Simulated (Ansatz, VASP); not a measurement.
# One calculation of TaSiO4, two programs

```
Ta Si O
1.0
     3.66544    0.00000    0.00000
    -1.83272    3.17437    0.00000
     0.00000    0.00000    7.26176
Ta Si O
1 1 4
Direct
  0.00000 0.00000 0.00000
  0.00000 0.00000 0.50000
  0.33333 0.66667 0.00000
  0.66667 0.33333 0.00000
  0.00000 0.00000 0.28361
  0.00000 0.00000 0.71639
```

Alike in both runs: functional PBE; k mesh 6 × 6 × 4; occupations gaussian, width 0.1 eV; no spin polarisation.

Ansatz relaxed the structure, and its values are those at the end. VASP's run is a single point on that final structure, the one shown.

|  | VASP | Ansatz |
| --- | --- | --- |
| version | VASP 6.6.1 | Ansatz 0.2.0 |
| potentials or method | VASP PAW PBE potentials, release 64 (Ta_sv_GW, Si, O), cutoff 600 eV | scalar-relativistic, plane waves, PAW |
| valence electrons in the cell | 41 | 41 |

|  | VASP | Ansatz | Ansatz less VASP |
| --- | --- | --- | --- |
| gap on the k mesh at the Fermi level (eV) | none | none | - |
| pressure (GPa) | -0.1 | 0.0 | +0.06 |
| rms of the force components (eV/Å) | 0.036 | 0.003 | -0.0331 |

A gap of «none» marks a metal or a gap that the smearing closes. With one functional, cell and mesh, what is left measures potentials, basis and numerics.

Spin-orbit coupling is off throughout.
